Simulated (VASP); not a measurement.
Wanted: the native input for a VASP 6.6.1 run.

* Task: single point
* Functional: PBE
* Potentials or basis: VASP PAW PBE potentials, release 64 (Hf_pv, B)
* Cutoff: 520 eV
* k mesh: 15 × 15 × 15
* Occupations: fermi-dirac, width 0.05 eV
* Spin: no spin polarisation
* Dipole correction: no
* Further INCAR settings: ALGO = Normal; EDIFF = 1e-06; NBANDS = 14

The structure of HfB lies in POSCAR:

```
HfB
1.0
    0.0000000000      2.2176000000      2.3100000000
    2.2176000000      0.0000000000      2.3100000000
    2.2176000000      2.2176000000      0.0000000000
Hf B
1 1
Direct
    0.5000000000      0.5000000000      0.5000000000
    0.0000000000      0.0000000000      0.0000000000
```

This cell differs from its parent crystal: x and y stretched by -4 %, z held.

One way to write it, as run:

INCAR

```
SYSTEM = HfB
ALGO = Normal
EDIFF = 1E-6
ENCUT = 520
GGA = PE
ISIF = 2
ISMEAR = -1
LASPH = .TRUE.
LCHARG = .TRUE.
LELF = .TRUE.
LREAL = .FALSE.
LVHAR = .TRUE.
LWAVE = .FALSE.
NBANDS = 14
NELM = 80
PREC = Accurate
SIGMA = 0.05
```

KPOINTS

```
k-points
0
G
  15 15 15
  0 0 0
```

Potentials or basis: VASP PAW PBE potentials, release 64 (Hf_pv, B).

The run is started by

```bash
$ cat potpaw_PBE.64/Hf_pv/POTCAR potpaw_PBE.64/B/POTCAR > POTCAR
$ mpirun -np 1 vasp_std > vasp.out
```

Results of the run:

The pressure is 58.0 GPa.

Caveat: the cell differs from its parent crystal (x and y stretched by -4 %, z held).

Wall time 46 s on 1 thread of Intel(R) Xeon(R) Platinum 8488C (Sapphire Rapids), on a shared host, peak memory 0.21 GiB.
